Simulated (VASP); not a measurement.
# C (Im-3m) in VASP: further runs, part 2 of 2

VASP 6.6.1. The steps go on from the part before.

### Step 3. Single point, r2SCAN

POSCAR

```
C
1.0
   -2.4291088834      2.4291088834      2.4291088834
    2.4291088834     -2.4291088834      2.4291088834
    2.4291088834      2.4291088834     -2.4291088834
C
8
Direct
    0.3254551632      0.0000000000      0.0000000000
    0.6745448368      0.6745448368      0.6745448368
    0.0000000000      0.3254551632      0.0000000000
    0.0000000000      0.0000000000      0.3254551632
    0.0000000000      0.6745448368      0.0000000000
    0.3254551632      0.3254551632      0.3254551632
    0.6745448368      0.0000000000      0.0000000000
    0.0000000000      0.0000000000      0.6745448368
```

INCAR.step1

```
PREC = Accurate
ENCUT = 520
ISMEAR = 0
SIGMA = 0.05
LREAL = False
LASPH = True
NELM = 80
NBANDS = 26
GGA = PE
ALGO = Normal
EDIFF = 1E-4
LWAVE = True
LCHARG = False
```

INCAR.step2

```
PREC = Accurate
ENCUT = 520
EDIFF = 1E-6
ISMEAR = 0
SIGMA = 0.05
LREAL = False
LASPH = True
NELM = 80
ALGO = Normal
ISIF = 2
LWAVE = False
LCHARG = False
METAGGA = R2SCAN
LMIXTAU = True
NBANDS = 26
ISTART = 1
```

KPOINTS

```
Automatic mesh
0
Gamma
  8 8 8
```

Potentials or basis: VASP PAW PBE potentials, release 64 (C).

Launch:

```sh
cat potpaw_PBE.64/C/POTCAR > POTCAR
cp INCAR.step1 INCAR
mpirun -np 1 vasp_std > vasp.out
cp INCAR.step2 INCAR
mpirun -np 1 vasp_std > vasp.out
```

OUTCAR:

```text
PREC = Accurate
   ENCUT = 520
   EDIFF = 1E-6
   ISMEAR = 0
   LREAL = False
   LASPH = True
   NELM = 80
   ISIF = 2
   METAGGA = R2SCAN
   ISTART = 1

 ion  position               nearest neighbor table
   1  0.325  0.000  0.000-   7 1.47   6 1.58   5 1.58   8 1.58
   2  0.675  0.675  0.675-   6 1.47   5 1.58   7 1.58   8 1.58
   3  0.000  0.325  0.000-   5 1.47   6 1.58   7 1.58   8 1.58
   4  0.000  0.000  0.325-   8 1.47   6 1.58   7 1.58   5 1.58
[... 911 lines left out ...]
  Total        0.3097156      0.3097156      0.3097156     -0.0000000      0.0000000     -0.0000000
  in kB        8.6551129      8.6551129      8.6551129     -0.0000000      0.0000000     -0.0000000
  external PRESSURE =       8.6551129 kB  Pullay stress =       0.0000000 kB

 VOLUME and BASIS-vectors are now :
 -----------------------------------------------------------------------------
  energy-cutoff  :      520.00
  volume of cell :       57.33
      direct lattice vectors                 reciprocal lattice vectors
    -2.429108883  2.429108883  2.429108883     0.000000000  0.205836800  0.205836800
     2.429108883 -2.429108883  2.429108883     0.205836800  0.000000000  0.205836800
     2.429108883  2.429108883 -2.429108883     0.205836800  0.205836800  0.000000000

 POSITION                                       TOTAL-FORCE (eV/Angst)
 -----------------------------------------------------------------------------------
     -0.79057      0.79057      0.79057        -0.028666      0.028666      0.028666
      1.63854      1.63854      1.63854        -0.028666     -0.028666     -0.028666
      0.79057     -0.79057      0.79057         0.028666     -0.028666      0.028666
      0.79057      0.79057     -0.79057         0.028666      0.028666     -0.028666
      1.63854     -1.63854      1.63854        -0.028666      0.028666     -0.028666
      0.79057      0.79057      0.79057         0.028666      0.028666      0.028666
     -1.63854      1.63854      1.63854         0.028666     -0.028666     -0.028666
      1.63854      1.63854     -1.63854        -0.028666     -0.028666      0.028666
 -----------------------------------------------------------------------------------
    total drift:                               -0.000000     -0.000000      0.000000

  FREE ENERGIE OF THE ION-ELECTRON SYSTEM (eV)
  ---------------------------------------------------
  free  energy   TOTEN  =       -73.0117276974 eV

  energy  without entropy=      -73.0117276974  energy(sigma->0) =      -73.01172770
```

OSZICAR.step1:

```text
N       E                     dE             d eps       ncg     rms          rms(c)
DAV:   1     0.897029688888E+02    0.89703E+02   -0.16415E+04  1508   0.117E+03
DAV:   2    -0.641610213676E+02   -0.15386E+03   -0.14120E+03  1978   0.239E+02
DAV:   3    -0.710110671927E+02   -0.68500E+01   -0.67726E+01  2046   0.456E+01
DAV:   4    -0.710987763594E+02   -0.87709E-01   -0.87547E-01  1936   0.570E+00
DAV:   5    -0.711009882772E+02   -0.22119E-02   -0.22110E-02  2030   0.848E-01    0.110E+01
DAV:   6    -0.684841964346E+02    0.26168E+01   -0.21948E+00  1834   0.760E+00    0.639E+00
DAV:   7    -0.677032141393E+02    0.78098E+00   -0.19618E+00  1900   0.732E+00    0.186E+00
DAV:   8    -0.677155715627E+02   -0.12357E-01   -0.11644E-01  1848   0.199E+00    0.457E-01
DAV:   9    -0.677185230602E+02   -0.29515E-02   -0.10199E-02  1922   0.584E-01    0.143E-01
DAV:  10    -0.677189298445E+02   -0.40678E-03   -0.15380E-03  1942   0.222E-01    0.426E-02
DAV:  11    -0.677189647839E+02   -0.34939E-04   -0.51807E-05  1416   0.471E-02
   1 F= -.67718965E+02 E0= -.67718965E+02  d E =-.782913E-15
```

Wall time 91 s (1 thread of Intel Xeon 6975P-C, shared host); peak memory 0.18 GiB.

What came out:

```yaml
Free_energy: -73.0117 eV
Pressure: 0.9 GPa
Largest_force: 0.050 eV/Å
Band_gap_on_the_k_mesh: 3.17 eV, indirect (least direct gap 4.12 eV)
```

Forces in eV/Å, atoms in the order of the input:
```
C   -0.029  0.029  0.029
C   -0.029 -0.029 -0.029
C    0.029 -0.029  0.029
C    0.029  0.029 -0.029
C   -0.029  0.029 -0.029
C    0.029  0.029  0.029
C    0.029 -0.029 -0.029
C   -0.029 -0.029  0.029
```

Caveat: the PAW data sets were made with another functional, which shifts forces and pressure a little. A k mesh can miss the band edges.
